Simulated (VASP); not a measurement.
Wanted: the native input for a VASP 6.6.1 run.

```yaml
Task: single point
Functional: PBEsol
Potentials_or_basis: VASP PAW PBE potentials, release 64 (Nb_sv)
Cutoff: 520 eV
k_mesh: 20 × 20 × 20
Occupations: gaussian, width 0.15 eV
Spin: no spin polarisation
Dipole_correction: no
Further_INCAR_settings: ALGO = Normal; EDIFF = 1e-07; NBANDS = 12
```

The structure of Nb lies in POSCAR:

```
Nb
1.0
   -1.6889092500      1.6889092500      1.6889092500
    1.6889092500     -1.6889092500      1.6889092500
    1.6889092500      1.6889092500     -1.6889092500
Nb
1
Direct
    0.0000000000      0.0000000000      0.0000000000
```

This cell differs from its parent crystal: strain +0.015 along x and y, +0.015 along z.

One way to write it, as run:

INCAR

```
SYSTEM = Nb
PREC = Accurate
ENCUT = 520
EDIFF = 1E-7
ISMEAR = 0
SIGMA = 0.15
LREAL = .FALSE.
LASPH = .TRUE.
NELM = 100
ALGO = Normal
ISIF = 2
LWAVE = .FALSE.
LCHARG = .FALSE.
GGA = PS
NBANDS = 12
```

KPOINTS

```
regular mesh
0
G
  20 20 20
  0 0 0
```

Potentials or basis: VASP PAW PBE potentials, release 64 (Nb_sv).

Launch:

```console
$ cat potpaw_PBE.64/Nb_sv/POTCAR > POTCAR
$ mpirun -np 1 vasp_std > vasp.out
```

Results of the run:

* Pressure: -14.8 GPa

Caveat: the cell differs from its parent crystal (strain +0.015 along x and y, +0.015 along z); the PAW data sets were made with another functional, which shifts forces and pressure a little.

Wall time 49 s on 1 thread of AMD EPYC 9R45 96-Core Processor (Zen 5) (shared host), peak memory 0.15 GiB.
